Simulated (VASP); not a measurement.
# Co (P6_3/mmc) in VASP: further runs

The runs below take Co through single point, with PBE.

All numbers are computed with VASP 6.6.1; they aren't measurements. Logs are shortened: lines on timing, memory, paths and dates and some standing lists are left out, and cuts for length are marked.

### 1 The cell of the first run

Symmetry: P6_3/mmc, No. 194, hexagonal system. The conventional cell has a = 2.506 Å, b = 2.506 Å, c = 3.953 Å, α = 90.00°, β = 90.00°, γ = 120.00°. Co (site symmetry -6m2) has 12 Co at 2.45 to 2.51 Å within 3.2 Å.

### 2 Single point, PBE, collinear spin, ferromagnetic start (uniaxial strain along c: -2.0 %, then relaxed in part)

INCAR reads:

```
SYSTEM = Co
PREC = Accurate
ENCUT = 520
EDIFF = 1E-7
ISMEAR = 0
SIGMA = 0.1
LREAL = .FALSE.
LASPH = .TRUE.
NELM = 150
ALGO = Fast
ISIF = 2
LWAVE = .FALSE.
LCHARG = .FALSE.
ISPIN = 2
MAGMOM = 1.84 1.84
LORBIT = 11
LMAXMIX = 4
GGA = PE
NBANDS = 20
```

KPOINTS reads:

```
Automatic mesh
0
G
  24 24 14
  0 0 0
```

POSCAR reads:

```
Co
1.0
    2.5055628303      0.0000000000      0.0000000000
   -1.2527814152      2.1698810618      0.0000000000
    0.0000000000      0.0000000000      3.9530695304
Co
2
Direct
    0.6666666370      0.3333333630      0.2500000000
    0.3333333630      0.6666666370      0.7500000000
```

Potentials or basis: VASP PAW PBE potentials, release 64 (Co).

On the command line:

```console
> cat potpaw_PBE.64/Co/POTCAR > POTCAR
> mpirun -np 1 vasp_std > vasp.out
```

OUTCAR:

```text
SYSTEM = Co
   PREC = Accurate
   ENCUT = 520
   EDIFF = 1E-7
   ISMEAR = 0
   LREAL = .FALSE.
   LASPH = .TRUE.
   NELM = 150
   ISIF = 2
   ISPIN = 2
   LORBIT = 11
   GGA = PE

 ion  position               nearest neighbor table
   1  0.667  0.333  0.250-   2 2.45   2 2.45   2 2.45   2 2.45   2 2.45   2 2.45
   2  0.333  0.667  0.750-   1 2.45   1 2.45   1 2.45   1 2.45   1 2.45   1 2.45

  LATTYP: Found a hexagonal cell.
 ALAT       =     2.5055628303
 C/A-ratio  =     1.5777171830

  Lattice vectors:

 A1 = (   2.5055628303,   0.0000000000,   0.0000000000)
 A2 = (  -1.2527814152,   2.1698810618,   0.0000000000)
 A3 = (   0.0000000000,   0.0000000000,   3.9530695304)

Analysis of symmetry for initial positions (statically):
=====================================================================
 Subroutine PRICEL returns:
 Original cell was already a primitive cell.

 Routine SETGRP: Setting up the symmetry group for a
 hexagonal supercell.

 Subroutine GETGRP returns: Found 24 space group operations
 (whereof 12 operations were pure point group operations)
 out of a pool of 24 trial point group operations.

The static configuration has the point symmetry D_3d.
 The point group associated with its full space group is D_6h.

Analysis of symmetry for dynamics (positions and initial velocities):
=====================================================================
 Subroutine PRICEL returns:
 Original cell was already a primitive cell.

 Routine SETGRP: Setting up the symmetry group for a
 hexagonal supercell.

 Subroutine GETGRP returns: Found 24 space group operations
 (whereof 12 operations were pure point group operations)
 out of a pool of 24 trial point group operations.

The dynamic configuration has the point symmetry D_3d.
 The point group associated with its full space group is D_6h.

Analysis of structural, dynamic, and magnetic symmetry:
=====================================================================
 Subroutine PRICEL returns:
 Original cell was already a primitive cell.

 Routine SETGRP: Setting up the symmetry group for a
 hexagonal supercell.

 Subroutine GETGRP returns: Found 24 space group operations
 (whereof 12 operations were pure point group operations)
 out of a pool of 24 trial point group operations.

The overall configuration has the point symmetry D_3d.
 The point group associated with its full space group is D_6h.

 Subroutine INISYM returns: Found 24 space group operations
 (whereof 12 operations are pure point group operations),
 and found     1 'primitive' translations

----------------------------------------------------------------------------------------

                                     Primitive cell

  volume of cell :      21.4919

  direct lattice vectors                    reciprocal lattice vectors
     2.505562830  0.000000000  0.000000000     0.399111923  0.230427376  0.000000000
    -1.252781415  2.169881062  0.000000000     0.000000000  0.460854753  0.000000000
     0.000000000  0.000000000  3.953069530     0.000000000  0.000000000  0.252967976

  length of vectors
     2.505562830  2.505562830  3.953069530     0.460854753  0.460854753  0.252967976

  position of ions in fractional coordinates (direct lattice)
     0.666666637  0.333333363  0.250000000
     0.333333363  0.666666637  0.750000000

  ion indices of the primitive-cell ions
   primitive index   ion index
                 1           1
                 2           2

----------------------------------------------------------------------------------------

 KPOINTS: Automatic mesh

Automatic generation of k-mesh.
 Grid dimensions read from file:
 generate k-points for:   24   24   14

 Generating k-lattice:

  Cartesian coordinates                     Fractional coordinates (reciprocal lattice)
     0.016629663  0.009601141  0.000000000     0.041666667  0.000000000  0.000000000
     0.000000000  0.019202281  0.000000000     0.000000000  0.041666667  0.000000000
     0.000000000  0.000000000  0.018069141     0.000000000  0.000000000  0.071428571

  Length of vectors
     0.019202281  0.019202281  0.018069141

  Shift w.r.t. Gamma in fractional coordinates (k-lattice)
     0.000000000  0.000000000  0.000000000

 Subroutine IBZKPT returns following result:
 ===========================================

 Found    488 irreducible k-points:

 Following reciprocal coordinates:
            Coordinates               Weight
  0.000000  0.000000  0.000000      1.000000
  0.041667  0.000000  0.000000      6.000000
  0.083333  0.000000  0.000000      6.000000
  0.125000  0.000000  0.000000      6.000000
  0.166667  0.000000  0.000000      6.000000
  0.208333  0.000000  0.000000      6.000000
[... 16 lines left out ...]
  0.416667  0.041667  0.000000     12.000000
  0.458333  0.041667  0.000000     12.000000
 [... further k-points ...]
   k-points           NKPTS =    488   k-points in BZ     NKDIM =    488   number of bands    NBANDS=     20
   number of dos      NEDOS =    301   number of ions     NIONS =      2
   total plane-waves  NPLWV =  12000
   dimension x,y,z NGX =    20 NGY =   20 NGZ =   30
   dimension x,y,z NGXF=    40 NGYF=   40 NGZF=   60
   ions per type =               2
   NGX,Y,Z   is equivalent  to a cutoff of  13.27, 13.27, 12.62 a.u.
   NGXF,Y,Z  is equivalent  to a cutoff of  26.54, 26.54, 25.23 a.u.
 SYSTEM =  Co
   PREC   = accura    normal or accurate (medium, high low for compatibility)
   ISTART =      0    job   : 0-new  1-cont  2-samecut
   ICHARG =      2    charge: 1-file 2-atom 10-const
   ISPIN  =      2    spin polarized calculation?
   LNONCOLLINEAR =      F non collinear calculations
   LSORBIT =      F    spin-orbit coupling
   LASPH  =      T    aspherical Exc in radial PAW
   ENCUT  =  520.0 eV  38.22 Ry    6.18 a.u.   4.66  4.66  7.35*2*pi/ulx,y,z
   NELM   =    150;   NELMIN=  2; NELMDL= -5     # of ELM steps
   EDIFF  = 0.1E-06   stopping-criterion for ELM
   LREAL  =      F    real-space projection
   EDIFFG = 0.1E-05   stopping-criterion for IOM
   NSW    =      0    number of steps for IOM
   IBRION =     -1    ionic relax: 0-MD 1-quasi-New 2-CG
   NFREE  =      0    steps in history (QN), initial steepest desc. (CG)
   ISIF   =      2    stress and relaxation
   ISYM   =      2    0-nonsym 1-usesym 2-fastsym
   POTIM  = 0.5000    time-step for ionic-motion
   TEBEG  =    0.0;   TEEND  =   0.0 temperature during run
   PSTRESS=    0.0 pullay stress
   NELECT =      18.0000    total number of electrons
   NUPDOWN=      -1.0000    fix difference up-down
   EMIN   =  10.00;   EMAX   =-10.00  energy-range for DOS
   EFERMI =   0.00;   METHOD = LEGACY
   ISMEAR =     0;   SIGMA  =   0.10  broadening in eV -4-tet -1-fermi 0-gaus
   EFERMI_NEDOS =   21; number of points for ismear=-14 and -15
   IALGO  =     68    algorithm
   IMIX   =      4    mixing-type and parameters
     AMIX     =   0.40;   BMIX     =  1.00
     AMIX_MAG =   1.60;   BMIX_MAG =  1.00
  volume/ion in A,a.u.               =      10.75        72.52
  Fermi-wavevector in a.u.,A,eV,Ry     =   1.543146  2.916124 32.399561  2.381301
  Thomas-Fermi vector in A             =   2.648851
   LORBIT       =     11    0 simple, 1 ext, 2 COOP (PROOUT), +10 PAW based schemes
   GGA     = PE    functional components
   LHFCALC =     F    Hartree Fock is set to
   AEXX    =    0.0000 exact exchange contribution
   IVDW    =     0    specifies the selected vdW correction
   LEPSILON=     F    determine dielectric tensor
   LRPA    =     F    only Hartree local field effects (RPA)
 spin polarized calculation
 RMM-DIIS sequential band-by-band and
 Gauss-broadening in eV      SIGMA  =   0.10
  energy-cutoff  :      520.00
  volume of cell :       21.49
 maximum number of plane-waves:       592
 NGX is ok and might be reduce to    20
   NGX =  9   NGY =  9   NGZ = 15

 number of electron      17.9999990 magnetization       3.1987288

 Free energy of the ion-electron system (eV)
  ---------------------------------------------------
  ext. energy  EPLUGINS =         0.00000000
  ---------------------------------------------------
  free energy    TOTEN  =       -14.06724871 eV

  energy without entropy =      -14.05879047  energy(sigma->0) =      -14.06301959

 E-fermi :  10.3675     XC(G=0): -13.4595

 val. band max:       10.3661448211   @ k =   0.2917   0.0833   0.4286
 cond. band min:      10.3685048087   @ k =   0.1667   0.0417   0.0714
 fundamental gap:      0.0023599876
 Fermi energy:        10.3674834560

 spin component 1

 k-point     1 :       0.0000    0.0000    0.0000
  band No.  band energies     occupation
      1       1.4315      1.00000
      2       5.2374      1.00000
      3       7.7734      1.00000
      4       7.7734      1.00000
      5       7.8877      1.00000
      6       8.1186      1.00000
[... 12 lines left out ...]
     19      35.9593      0.00000
     20      36.6069      0.00000
[... 507 lines left out ...]
 k-point    24 :       0.4583    0.0417    0.0000
  band No.  band energies     occupation
      1       5.5896      1.00000
      2       5.6626      1.00000
      3       5.9322      1.00000
      4       7.5380      1.00000
      5       7.7188      1.00000
      6       7.9412      1.00000
[... 12 lines left out ...]
     19      32.7890      0.00000
     20      34.9619      0.00000

 [... further k-points ...]

 spin component 2

 k-point     1 :       0.0000    0.0000    0.0000
  band No.  band energies     occupation
      1       1.4234      1.00000
      2       6.2021      1.00000
      3       9.4071      1.00000
      4       9.4071      1.00000
      5       9.5430      1.00000
      6       9.8115      1.00000
[... 12 lines left out ...]
     19      36.2563      0.00000
     20      36.3471      0.00000
[... 507 lines left out ...]
 k-point    24 :       0.4583    0.0417    0.0000
  band No.  band energies     occupation
      1       6.4416      1.00000
      2       6.8397      1.00000
      3       7.1368      1.00000
      4       8.3853      1.00000
      5       9.1381      1.00000
      6       9.4133      1.00000
[... 12 lines left out ...]
     19      33.2244      0.00000
     20      35.2587      0.00000

 [... further k-points ...]

------------------------ aborting loop because EDIFF is reached ----------------------------------------

  FORCE on cell =-STRESS in cart. coord.  units (eV):
  Direction    XX          YY          ZZ          XY          YZ          ZX
  --------------------------------------------------------------------------------------
  -------------------------------------------------------------------------------------
  Total       -0.0771992     -0.0771992      0.8768500      0.0000000     -0.0000000      0.0000000
  in kB       -5.7550291     -5.7550291     65.3672454      0.0000000     -0.0000000      0.0000000
  external PRESSURE =      17.9523957 kB  Pullay stress =       0.0000000 kB

 VOLUME and BASIS-vectors are now :
 -----------------------------------------------------------------------------
  energy-cutoff  :      520.00
  volume of cell :       21.49
      direct lattice vectors                 reciprocal lattice vectors
     2.505562830  0.000000000  0.000000000     0.399111923  0.230427376  0.000000000
    -1.252781415  2.169881062  0.000000000     0.000000000  0.460854753  0.000000000
     0.000000000  0.000000000  3.953069530     0.000000000  0.000000000  0.252967976

 POSITION                                       TOTAL-FORCE (eV/Angst)
 -----------------------------------------------------------------------------------
      1.25278      0.72329      0.98827        -0.000000      0.000000      0.000000
      0.00000      1.44659      2.96480         0.000000     -0.000000      0.000000
 -----------------------------------------------------------------------------------
    total drift:                               -0.000001      0.000001     -0.000003

  FREE ENERGIE OF THE ION-ELECTRON SYSTEM (eV)
  ---------------------------------------------------
  free  energy   TOTEN  =       -14.0672487054 eV

  energy  without entropy=      -14.0587904741  energy(sigma->0) =      -14.06301959

 total charge

# of ion       s       p       d       tot
------------------------------------------
    1        0.493   0.530   7.271   8.294
    2        0.493   0.530   7.271   8.294
--------------------------------------------------
tot          0.986   1.060  14.542  16.587

 magnetization (x)

# of ion       s       p       d       tot
------------------------------------------
    1       -0.015  -0.055   1.688   1.618
    2       -0.015  -0.055   1.688   1.618
--------------------------------------------------
tot         -0.031  -0.111   3.377   3.236
```

It took 4.5 min on 1 thread of AMD EPYC 9R45 (Zen 5), shared host; peak memory 0.34 GiB.

What came out:

```yaml
Free_energy: -14.0672 eV
Pressure: 1.8 GPa
Net_moment: 3.20 μB per cell
Site_moments: Co +1.62 μB
Valence_electrons_inside_the_program's_atomic_spheres: Co 8.29
```

Levels at points of the mesh, in eV from the Fermi level:
Spin up:
```tsv
k point	band 7	band 8	band 9	band 10	band 11	band 12	band 13	band 14	band 15	band 16
(0.00, 0.00, 0.00)	-2.25	-1.99	-1.99	-0.78	-0.78	0.23	6.83	21.76	24.20	24.20
(0.50, 0.00, 0.00)	-2.10	-0.73	-0.56	-0.51	1.29	3.29	9.96	10.62	13.01	14.27
(0.00, 0.00, 0.50)	-2.69	-2.69	-1.09	-1.09	-1.09	-1.09	15.81	15.81	22.52	22.52
(0.50, 0.00, 0.50)	-1.04	-1.04	-0.62	-0.62	1.62	1.62	7.31	7.31	18.23	18.23
```
Spin down:
```csv
k point,band 5,band 6,band 7,band 8,band 9,band 10
"(0.00, 0.00, 0.00)",-0.82,-0.56,-0.56,-0.26,-0.26,0.17
"(0.50, 0.00, 0.00)",-1.22,-0.95,-0.51,1.14,1.34,1.39
"(0.00, 0.00, 0.50)",-1.06,-1.06,-1.06,-1.06,0.74,0.74
"(0.50, 0.00, 0.50)",-0.10,-0.10,0.26,0.26,1.26,1.26
```

Caveat: the cell differs from its parent crystal (uniaxial strain along c: -2.0 %, then relaxed in part); the stress differs along the axes, from -1 to 7 GPa.

### 3 Single point, PBE, collinear spin, ferromagnetic start

This run uses another cell than the first one, of 10.85 Å³/atom.

INCAR reads:

```
PREC = Accurate
ENCUT = 520
EDIFF = 1E-6
ISMEAR = 0
SIGMA = 0.1
LREAL = F
LASPH = T
NELM = 150
ALGO = Normal
ISIF = 2
LWAVE = F
LCHARG = F
ISPIN = 2
MAGMOM = 1.84 1.84
LORBIT = 11
LMAXMIX = 4
GGA = PE
NBANDS = 20
```

KPOINTS reads:

```
regular mesh
0
Gamma
  24 24 14
```

POSCAR reads:

```
Co
1.0
    2.4921449340      0.0000000000      0.0000000000
   -1.2460724670      2.1582608228      0.0000000000
    0.0000000000      0.0000000000      4.0337444188
Co
2
Direct
    0.6666666667      0.3333333333      0.2500000000
    0.3333333333      0.6666666667      0.7500000000
```

Potentials or basis: VASP PAW PBE potentials, release 64 (Co).

On the command line:

```console
> cat potpaw_PBE.64/Co/POTCAR > POTCAR
> mpirun -np 1 vasp_std > vasp.out
```

Run time: 3.2 min. Hardware: 1 thread of AMD EPYC 9R45 (Zen 5), shared host; peak memory 0.35 GiB.

Results (log left out):

| Quantity | Value |
| --- | --- |
| Free energy | -14.0756 eV |
| Pressure | -0.4 GPa |
| Net moment | 3.22 μB per cell |
| Site moments | Co +1.63 μB |
| Valence electrons inside the program's atomic spheres | Co 8.27 |

Stress tensor (GPa, compression positive):
```
-0.26  0.00  0.00
 0.00 -0.26  0.00
 0.00  0.00 -0.81
```

Levels at points of the mesh, in eV from the Fermi level:
Spin up:
```
           k point  band 8  band 9  band 10  band 11  band 12  band 13  band 14  band 15
(0.00, 0.00, 0.00)   -1.92   -1.92    -0.83    -0.83    -0.07     6.35    22.00    24.57
(0.50, 0.00, 0.00)   -0.69   -0.61    -0.54     1.31     3.33     9.69    10.34    12.74
(0.00, 0.00, 0.50)   -2.65   -1.14    -1.14    -1.14    -1.14    15.01    15.01    22.73
(0.50, 0.00, 0.50)   -1.06   -0.60    -0.60     1.61     1.61     7.27     7.27    18.36
```
Spin down:
```
           k point  band 3  band 4  band 5  band 6  band 7  band 8  band 9  band 10  band 11  band 12
(0.00, 0.00, 0.00)   -0.98   -0.94   -0.94   -0.58   -0.58   -0.15   -0.15    -0.14     1.06     1.06
(0.50, 0.00, 0.00)   -3.23   -1.83   -1.09   -1.02   -0.61    1.19    1.32     1.36     2.55     4.30
(0.00, 0.00, 0.50)   -1.52   -1.52   -1.01   -1.01   -1.01   -1.01    0.72     0.72     0.72     0.72
(0.50, 0.00, 0.50)   -2.36   -2.36   -0.04   -0.04    0.26    0.26    1.29     1.29     2.22     2.22
```
